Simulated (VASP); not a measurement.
Write the native input for VASP 6.6.1 that does the following.

```
Task                   : electric field gradients
Functional             : PBE
Potentials or basis    : VASP PAW PBE potentials, release 64 (Te)
Cutoff                 : 520 eV
k mesh                 : 9 × 9 × 6
Occupations            : fermi-dirac, width 0.08 eV
Spin                   : no spin polarisation
Dipole correction      : no
Further INCAR settings : ALGO = Normal; EDIFF = 1e-08; NBANDS = 16
```

The structure of Te lies in POSCAR:

```
Te
1.0
    4.4579994587      0.0000000000      0.0000000000
   -2.2289997294      3.8607407813      0.0000000000
    0.0000000000      0.0000000000      5.7472500000
Te
3
Direct
    0.7450000000      0.0000000000      0.3333333333
    0.0000000000      0.7450000000      0.6666666667
    0.2550000000      0.2550000000      0.0000000000
```

This cell differs from its parent crystal: zz strain of -3 %.

These files were run (other wordings do the same):

INCAR

```
ALGO = Normal ; EDIFF = 1E-8
ENCUT = 520 ; GGA = PE
ISIF = 2 ; ISMEAR = -1
LASPH = True ; LCHARG = False
LEFG = True ; LREAL = False
LWAVE = False ; NBANDS = 16
NELM = 80 ; PREC = Accurate
SIGMA = 0.08
```

KPOINTS

```
k-points
0
Gamma
  9 9 6
```

Potentials or basis: VASP PAW PBE potentials, release 64 (Te).

The run is started by

```console
$ cat potpaw_PBE.64/Te/POTCAR > POTCAR
$ mpirun -np 1 vasp_std > vasp.out
```

It gave:

```
Pressure                                : 5.7 GPa
Largest force                           : 0.949 eV/Å
Band gap on the k mesh                  : 0.32 eV
Largest electric field gradient by atom : Te -559.0 V/Å²
```

Caveat: the cell differs from its parent crystal (zz strain of -3 %); the cell stands under pressure; without QUAD_EFG the Cq values of the log hold for a quadrupole moment of 1 mb, not for the nuclei; spin-orbit coupling is left out, which moves the levels of the heavy elements; an odd mesh through Γ misses points on the zone boundary, where band edges can lie.

It took 73 s on 1 thread of Intel(R) Xeon(R) Platinum 8375C CPU @ 2.90GHz (Ice Lake), with other jobs on the host, peak memory 0.27 GiB.
